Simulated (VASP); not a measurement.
# Ga (Cmce) in VASP: further runs

Runs on Ga. Level: PBE. Tasks: electric field gradients.

Everything below comes from runs of VASP 6.6.1. Logs are shortened: lines on timing, memory, paths and dates and some standing lists are left out, and cuts for length are marked.

## Step 1: The cell of the first run

It takes space group Cmce (No. 64, orthorhombic). The conventional cell has a = 4.450 Å, b = 7.541 Å, c = 4.456 Å, α = 90.00°, β = 90.00°, γ = 90.00°. Within 3.2 Å of Ga (site symmetry m) lie 7 Ga at 2.40 to 2.76 Å.

## Step 2: Electric field gradients, PBE (18.69 Å³/atom)

File INCAR:

```
SYSTEM = Ga
PREC = Accurate
ENCUT = 520
EDIFF = 1E-8
ISMEAR = -1
SIGMA = 0.05
LREAL = .FALSE.
LASPH = .TRUE.
NELM = 80
ALGO = Normal
ISIF = 2
LWAVE = .FALSE.
LCHARG = .FALSE.
GGA = PE
LEFG = .TRUE.
NBANDS = 34
```

File KPOINTS:

```
Automatic mesh
0
G
  9 9 8
  0 0 0
```

File POSCAR:

```
Ga
1.0
    2.2248685607     -3.7707396132      0.0000000000
    2.2248685607      3.7707396132      0.0000000000
    0.0000000000      0.0000000000      4.4556560304
Ga
4
Direct
    0.1525000000      0.8475000000      0.0785000000
    0.6525000000      0.3475000000      0.4215000000
    0.8475000000      0.1525000000      0.9215000000
    0.3475000000      0.6525000000      0.5785000000
```

Potentials or basis: VASP PAW PBE potentials, release 64 (Ga_d).

Started as:

```console
$ cat potpaw_PBE.64/Ga_d/POTCAR > POTCAR
$ mpirun -np 1 vasp_std > vasp.out
```

OUTCAR:

```text
SYSTEM = Ga
   PREC = Accurate
   ENCUT = 520
   EDIFF = 1E-8
   ISMEAR = -1
   LREAL = .FALSE.
   LASPH = .TRUE.
   NELM = 80
   ISIF = 2
   GGA = PE

 ion  position               nearest neighbor table
   1  0.153  0.847  0.078-   3 2.40   4 2.67   4 2.67   2 2.70   2 2.70   3 2.76   3 2.76
   2  0.653  0.347  0.422-   4 2.40   3 2.67   3 2.67   1 2.70   1 2.70   4 2.76   4 2.76
   3  0.847  0.153  0.922-   1 2.40   2 2.67   2 2.67   4 2.70   4 2.70   1 2.76   1 2.76
   4  0.347  0.653  0.578-   2 2.40   1 2.67   1 2.67   3 2.70   3 2.70   2 2.76   2 2.76

  LATTYP: Found a base centered orthorhombic cell.
 ALAT       =     4.4497371214
 B/A-ratio  =     1.6948145521
 C/A-ratio  =     1.0013301705

  Lattice vectors:

 A1 = (   2.2248685607,  -3.7707396132,   0.0000000000)
 A2 = (   2.2248685607,   3.7707396132,   0.0000000000)
 A3 = (   0.0000000000,   0.0000000000,   4.4556560304)

Analysis of symmetry for initial positions (statically):
=====================================================================
 Subroutine PRICEL returns:
 Original cell was already a primitive cell.

 Routine SETGRP: Setting up the symmetry group for a
 base centered orthorhombic supercell.

 Subroutine GETGRP returns: Found  8 space group operations
 (whereof  4 operations were pure point group operations)
 out of a pool of  8 trial point group operations.

The static configuration has the point symmetry C_2h.
 The point group associated with its full space group is D_2h.

Analysis of symmetry for dynamics (positions and initial velocities):
=====================================================================
 Subroutine PRICEL returns:
 Original cell was already a primitive cell.

 Routine SETGRP: Setting up the symmetry group for a
 base centered orthorhombic supercell.

 Subroutine GETGRP returns: Found  8 space group operations
 (whereof  4 operations were pure point group operations)
 out of a pool of  8 trial point group operations.

The dynamic configuration has the point symmetry C_2h.
 The point group associated with its full space group is D_2h.

 Subroutine INISYM returns: Found  8 space group operations
 (whereof  4 operations are pure point group operations),
 and found     1 'primitive' translations

----------------------------------------------------------------------------------------

                                     Primitive cell

  volume of cell :      74.7606

  direct lattice vectors                    reciprocal lattice vectors
     2.224868561 -3.770739613  0.000000000     0.224732377 -0.132599981  0.000000000
     2.224868561  3.770739613  0.000000000     0.224732377  0.132599981  0.000000000
     0.000000000  0.000000000  4.455656030     0.000000000  0.000000000  0.224433842

  length of vectors
     4.378186536  4.378186536  4.455656030     0.260935617  0.260935617  0.224433842

  position of ions in fractional coordinates (direct lattice)
     0.152500000  0.847500000  0.078500000
     0.652500000  0.347500000  0.421500000
     0.847500000  0.152500000  0.921500000
     0.347500000  0.652500000  0.578500000

  ion indices of the primitive-cell ions
   primitive index   ion index
                 1           1
                 2           2
                 3           3
                 4           4

----------------------------------------------------------------------------------------

 KPOINTS: Automatic mesh

Automatic generation of k-mesh.
 Grid dimensions read from file:
 generate k-points for:    9    9    8

 Generating k-lattice:

  Cartesian coordinates                     Fractional coordinates (reciprocal lattice)
     0.024970264 -0.014733331  0.000000000     0.111111111  0.000000000  0.000000000
     0.024970264  0.014733331  0.000000000     0.000000000  0.111111111  0.000000000
     0.000000000  0.000000000  0.028054230     0.000000000  0.000000000  0.125000000

[... 43 lines left out ...]
   ions per type =               4
   NGX,Y,Z   is equivalent  to a cutoff of  13.67, 13.67, 13.43 a.u.
   NGXF,Y,Z  is equivalent  to a cutoff of  27.34, 27.34, 26.86 a.u.
 SYSTEM =  Ga
   PREC   = accura    normal or accurate (medium, high low for compatibility)
   ISTART =      0    job   : 0-new  1-cont  2-samecut
   ICHARG =      2    charge: 1-file 2-atom 10-const
   ISPIN  =      1    spin polarized calculation?
   LNONCOLLINEAR =      F non collinear calculations
   LSORBIT =      F    spin-orbit coupling
   LASPH  =      T    aspherical Exc in radial PAW
   ENCUT  =  520.0 eV  38.22 Ry    6.18 a.u.   8.14  8.14  8.28*2*pi/ulx,y,z
   NELM   =     80;   NELMIN=  2; NELMDL= -5     # of ELM steps
   EDIFF  = 0.1E-07   stopping-criterion for ELM
   LREAL  =      F    real-space projection
   EDIFFG = 0.1E-06   stopping-criterion for IOM
   NSW    =      0    number of steps for IOM
   IBRION =     -1    ionic relax: 0-MD 1-quasi-New 2-CG
   NFREE  =      0    steps in history (QN), initial steepest desc. (CG)
   ISIF   =      2    stress and relaxation
   ISYM   =      2    0-nonsym 1-usesym 2-fastsym
   POTIM  = 0.5000    time-step for ionic-motion
   TEBEG  =    0.0;   TEEND  =   0.0 temperature during run
   PSTRESS=    0.0 pullay stress
   NELECT =      52.0000    total number of electrons
   NUPDOWN=      -1.0000    fix difference up-down
   EMIN   =  10.00;   EMAX   =-10.00  energy-range for DOS
   EFERMI =   0.00;   METHOD = LEGACY
   ISMEAR =    -1;   SIGMA  =   0.05  broadening in eV -4-tet -1-fermi 0-gaus
   EFERMI_NEDOS =   21; number of points for ismear=-14 and -15
   IALGO  =     38    algorithm
   IMIX   =      4    mixing-type and parameters
     AMIX     =   0.40;   BMIX     =  1.00
     AMIX_MAG =   1.60;   BMIX_MAG =  1.00
  volume/ion in A,a.u.               =      18.69       126.13
  Fermi-wavevector in a.u.,A,eV,Ry     =   1.450502  2.741052 28.626073  2.103957
  Thomas-Fermi vector in A             =   2.568107
   LORBIT       =      0    0 simple, 1 ext, 2 COOP (PROOUT), +10 PAW based schemes
   GGA     = PE    functional components
   LHFCALC =     F    Hartree Fock is set to
   AEXX    =    0.0000 exact exchange contribution
   IVDW    =     0    specifies the selected vdW correction
   LEPSILON=     F    determine dielectric tensor
   LRPA    =     F    only Hartree local field effects (RPA)
 non-spin polarized calculation
  energy-cutoff  :      520.00
  volume of cell :       74.76
 maximum number of plane-waves:      2032
 NGX is ok and might be reduce to    36
   NGX = 17   NGY = 17   NGZ = 17

 number of electron      52.0000022 magnetization

 Free energy of the ion-electron system (eV)
  ---------------------------------------------------
  ext. energy  EPLUGINS =         0.00000000
  ---------------------------------------------------
  free energy    TOTEN  =       -11.50067932 eV

  energy without entropy =      -11.49305685  energy(sigma->0) =      -11.49686809

 E-fermi :   5.4621     XC(G=0): -10.8866

 val. band max:        5.4576499958   @ k =  -0.4444   0.3333   0.1250
 cond. band min:       5.4637953807   @ k =  -0.4444   0.2222   0.0000
 fundamental gap:      0.0061453850
 Fermi energy:         5.4621193729

 k-point     1 :       0.0000    0.0000    0.0000
  band No.  band energies     occupation
      1      -9.7742      2.00000
      2      -9.7648      2.00000
      3      -9.7627      2.00000
      4      -9.7341      2.00000
      5      -9.6765      2.00000
      6      -9.6446      2.00000
[... 877 lines left out ...]
     33      12.3692      0.00000
     34      13.5511      0.00000

 [... further k-points ...]

------------------------ aborting loop because EDIFF is reached ----------------------------------------

  FORCE on cell =-STRESS in cart. coord.  units (eV):
  Direction    XX          YY          ZZ          XY          YZ          ZX
  --------------------------------------------------------------------------------------
  -------------------------------------------------------------------------------------
  Total        1.8923702      3.4028752      1.9739933      0.0000000      0.0000000      0.0000000
  in kB       40.5549749     72.9262773     42.3042206      0.0000000      0.0000000      0.0000000
  external PRESSURE =      51.9284909 kB  Pullay stress =       0.0000000 kB

 VOLUME and BASIS-vectors are now :
 -----------------------------------------------------------------------------
  energy-cutoff  :      520.00
  volume of cell :       74.76
      direct lattice vectors                 reciprocal lattice vectors
     2.224868561 -3.770739613  0.000000000     0.224732377 -0.132599981  0.000000000
     2.224868561  3.770739613  0.000000000     0.224732377  0.132599981  0.000000000
     0.000000000  0.000000000  4.455656030     0.000000000  0.000000000  0.224433842

 POSITION                                       TOTAL-FORCE (eV/Angst)
 -----------------------------------------------------------------------------------
      2.22487      2.62066      0.34977         0.000000     -0.443113      0.131101
      2.22487     -1.15008      1.87806         0.000000     -0.443113     -0.131101
      2.22487     -2.62066      4.10589         0.000000      0.443113     -0.131101
      2.22487      1.15008      2.57760         0.000000      0.443113      0.131101
 -----------------------------------------------------------------------------------
    total drift:                                0.000000      0.000000     -0.000000

  FREE ENERGIE OF THE ION-ELECTRON SYSTEM (eV)
  ---------------------------------------------------
  free  energy   TOTEN  =       -11.5006793247 eV

  energy  without entropy=      -11.4930568510  energy(sigma->0) =      -11.49686809

 Electric field gradients (V/A^2)
---------------------------------------------------------------------
 ion       V_xx      V_yy      V_zz      V_xy      V_xz      V_yz
---------------------------------------------------------------------
   1      31.222   -43.552    12.330    -0.000     0.000    26.997
   2      31.222   -43.552    12.330    -0.000     0.000   -26.997
   3      31.222   -43.552    12.330     0.000     0.000    26.997
   4      31.222   -43.552    12.330    -0.000     0.000   -26.997
---------------------------------------------------------------------

 Electric field gradients after diagonalization (V/A^2)
 (convention: |V_zz| > |V_xx| > |V_yy|)
----------------------------------------------------------------------
 ion       V_xx      V_yy      V_zz     asymmetry (V_yy - V_xx)/ V_zz
----------------------------------------------------------------------
   1      31.222    23.242   -54.463       0.147
   2      31.222    23.242   -54.463       0.147
   3      31.222    23.242   -54.463       0.147
   4      31.222    23.242   -54.463       0.147
----------------------------------------------------------------------

           NMR quadrupolar parameters

 Cq : quadrupolar parameter    Cq=e*Q*V_zz/h
 eta: asymmetry parameters     (V_yy - V_xx)/ V_zz
 Q  : nuclear electric quadrupole moment in mb (millibarn)
----------------------------------------------------------------------
 ion       Cq(MHz)       eta       Q (mb)
----------------------------------------------------------------------
   1      -0.132       0.147       1.000
   2      -0.132       0.147       1.000
   3      -0.132       0.147       1.000
   4      -0.132       0.147       1.000
----------------------------------------------------------------------
```

It took 4.1 min on 1 thread of Intel Xeon Platinum 8259CL at 2.50GHz (Skylake/Cascade Lake), shared host; peak memory 0.35 GiB.

What came out:

```yaml
Free_energy: -11.5007 eV
Pressure: 5.2 GPa
Largest_force: 0.462 eV/Å
Band_gap_on_the_k_mesh: zero (bands 26 and 27 overlap by 1.27 eV)
Largest_electric_field_gradient_by_atom: Ga -54.5 V/Å²
```

Forces in eV/Å, atoms in the order of the input:
```
Ga   0.000 -0.443  0.131
Ga   0.000 -0.443 -0.131
Ga   0.000  0.443 -0.131
Ga   0.000  0.443  0.131
```

Electric field gradients, principal values (V/Å²):
| atom | least | middle | greatest (by size) |
| --- | --- | --- | --- |
| 1 Ga | 23.242 | 31.222 | -54.463 |
| 2 Ga | 23.242 | 31.222 | -54.463 |
| 3 Ga | 23.242 | 31.222 | -54.463 |
| 4 Ga | 23.242 | 31.222 | -54.463 |

Caveat: the cell stands under pressure; without QUAD_EFG the Cq values of the log hold for a quadrupole moment of 1 mb, not for the nuclei.

## Step 3: Electric field gradients, PBE (19.27 Å³/atom)

This run uses another cell than the first one, of 19.27 Å³/atom.

File INCAR:

```
ALGO     = Normal         # electronic algorithm
EDIFF    = 1E-8           # SCF threshold, eV
ENCUT    = 520            # plane-wave cutoff, eV
GGA      = PE             # functional
ISIF     = 2              # what is computed and relaxed
ISMEAR   = -1             # smearing method
LASPH    = True           # aspherical terms in the spheres
LCHARG   = False          # write CHGCAR
LEFG     = True         
LREAL    = False          # projectors in reciprocal space
LWAVE    = False          # write WAVECAR
NBANDS   = 34             # bands
NELM     = 60             # most SCF steps
PREC     = Accurate       # precision mode
SIGMA    = 0.05           # smearing width, eV
```

File KPOINTS:

```
k-points
0
Gamma
  9 9 8
```

File POSCAR:

```
Ga
1.0
    2.2478069671     -3.8096159580      0.0000000000
    2.2478069671      3.8096159580      0.0000000000
    0.0000000000      0.0000000000      4.5015938671
Ga
4
Direct
    0.1525000000      0.8475000000      0.0785000000
    0.6525000000      0.3475000000      0.4215000000
    0.8475000000      0.1525000000      0.9215000000
    0.3475000000      0.6525000000      0.5785000000
```

Potentials or basis: VASP PAW PBE potentials, release 64 (Ga_d).

Started as:

```console
$ cat potpaw_PBE.64/Ga_d/POTCAR > POTCAR
$ mpirun -np 1 vasp_std > vasp.out
```

OUTCAR:

```text
EDIFF = 1E-8
   ENCUT = 520
   GGA = PE
   ISIF = 2
   ISMEAR = -1
   LASPH = True
   LREAL = False
   NELM = 60
   PREC = Accurate

 ion  position               nearest neighbor table
   1  0.153  0.847  0.078-   3 2.43   4 2.70   4 2.70   2 2.73   2 2.73   3 2.79   3 2.79
   2  0.653  0.347  0.422-   4 2.43   3 2.70   3 2.70   1 2.73   1 2.73   4 2.79   4 2.79
   3  0.847  0.153  0.922-   1 2.43   2 2.70   2 2.70   4 2.73   4 2.73   1 2.79   1 2.79
   4  0.347  0.653  0.578-   2 2.43   1 2.70   1 2.70   3 2.73   3 2.73   2 2.79   2 2.79

  LATTYP: Found a base centered orthorhombic cell.
 ALAT       =     4.4956139342
 B/A-ratio  =     1.6948145520
 C/A-ratio  =     1.0013301705

  Lattice vectors:

 A1 = (   2.2478069671,  -3.8096159580,   0.0000000000)
 A2 = (   2.2478069671,   3.8096159580,   0.0000000000)
 A3 = (   0.0000000000,   0.0000000000,   4.5015938671)

Analysis of symmetry for initial positions (statically):
=====================================================================
 Subroutine PRICEL returns:
 Original cell was already a primitive cell.

 Routine SETGRP: Setting up the symmetry group for a
 base centered orthorhombic supercell.

 Subroutine GETGRP returns: Found  8 space group operations
 (whereof  4 operations were pure point group operations)
 out of a pool of  8 trial point group operations.

The static configuration has the point symmetry C_2h.
 The point group associated with its full space group is D_2h.

Analysis of symmetry for dynamics (positions and initial velocities):
[... 1059 lines left out ...]
 [... further k-points ...]

------------------------ aborting loop because EDIFF is reached ----------------------------------------

  FORCE on cell =-STRESS in cart. coord.  units (eV):
  Direction    XX          YY          ZZ          XY          YZ          ZX
  --------------------------------------------------------------------------------------
  -------------------------------------------------------------------------------------
  Total        1.0626788      2.3060803      1.0539177      0.0000000     -0.0000000      0.0000000
  in kB       22.0839149     47.9234951     21.9018484      0.0000000     -0.0000000      0.0000000
  external PRESSURE =      30.6364195 kB  Pullay stress =       0.0000000 kB

 VOLUME and BASIS-vectors are now :
 -----------------------------------------------------------------------------
  energy-cutoff  :      520.00
  volume of cell :       77.10
      direct lattice vectors                 reciprocal lattice vectors
     2.247806967 -3.809615958  0.000000000     0.222439029 -0.131246825  0.000000000
     2.247806967  3.809615958  0.000000000     0.222439029  0.131246825  0.000000000
     0.000000000  0.000000000  4.501593867     0.000000000  0.000000000  0.222143541

 POSITION                                       TOTAL-FORCE (eV/Angst)
 -----------------------------------------------------------------------------------
      2.24781      2.64768      0.35338         0.000000     -0.425504      0.120088
      2.24781     -1.16193      1.89742         0.000000     -0.425504     -0.120088
      2.24781     -2.64768      4.14822         0.000000      0.425504     -0.120088
      2.24781      1.16193      2.60417         0.000000      0.425504      0.120088
 -----------------------------------------------------------------------------------
    total drift:                                0.000000      0.000000     -0.000000

  FREE ENERGIE OF THE ION-ELECTRON SYSTEM (eV)
  ---------------------------------------------------
  free  energy   TOTEN  =       -11.5604437318 eV

  energy  without entropy=      -11.5523340077  energy(sigma->0) =      -11.55638887

 Electric field gradients (V/A^2)
---------------------------------------------------------------------
 ion       V_xx      V_yy      V_zz      V_xy      V_xz      V_yz
---------------------------------------------------------------------
   1      29.879   -41.632    11.754    -0.000     0.000    26.354
   2      29.879   -41.632    11.754    -0.000     0.000   -26.354
   3      29.879   -41.632    11.754     0.000     0.000    26.354
   4      29.879   -41.632    11.754    -0.000    -0.000   -26.354
---------------------------------------------------------------------

 Electric field gradients after diagonalization (V/A^2)
 (convention: |V_zz| > |V_xx| > |V_yy|)
----------------------------------------------------------------------
 ion       V_xx      V_yy      V_zz     asymmetry (V_yy - V_xx)/ V_zz
----------------------------------------------------------------------
   1      29.879    22.571   -52.450       0.139
   2      29.879    22.571   -52.450       0.139
   3      29.879    22.571   -52.450       0.139
   4      29.879    22.571   -52.450       0.139
----------------------------------------------------------------------

           NMR quadrupolar parameters

 Cq : quadrupolar parameter    Cq=e*Q*V_zz/h
 eta: asymmetry parameters     (V_yy - V_xx)/ V_zz
 Q  : nuclear electric quadrupole moment in mb (millibarn)
----------------------------------------------------------------------
 ion       Cq(MHz)       eta       Q (mb)
----------------------------------------------------------------------
   1      -0.127       0.139       1.000
   2      -0.127       0.139       1.000
   3      -0.127       0.139       1.000
   4      -0.127       0.139       1.000
----------------------------------------------------------------------
```

Run time: 4.1 min. Hardware: 1 thread of Intel Xeon Platinum 8259CL at 2.50GHz (Skylake/Cascade Lake), shared host; peak memory 0.36 GiB.

What came out:

```yaml
Free_energy: -11.5604 eV
Pressure: 3.1 GPa
Largest_force: 0.442 eV/Å
Band_gap_on_the_k_mesh: zero (bands 26 and 27 overlap by 1.27 eV)
Largest_electric_field_gradient_by_atom: Ga -52.5 V/Å²
```

Forces in eV/Å, atoms in the order of the input:
```
Ga   0.000 -0.426  0.120
Ga   0.000 -0.426 -0.120
Ga   0.000  0.426 -0.120
Ga   0.000  0.426  0.120
```

Electric field gradients, principal values (V/Å²):
| atom | least | middle | greatest (by size) |
| --- | --- | --- | --- |
| 1 Ga | 22.571 | 29.879 | -52.450 |
| 2 Ga | 22.571 | 29.879 | -52.450 |
| 3 Ga | 22.571 | 29.879 | -52.450 |
| 4 Ga | 22.571 | 29.879 | -52.450 |

Caveat: the cell stands under pressure; without QUAD_EFG the Cq values of the log hold for a quadrupole moment of 1 mb, not for the nuclei.

(Continued in part 2 of 2.)
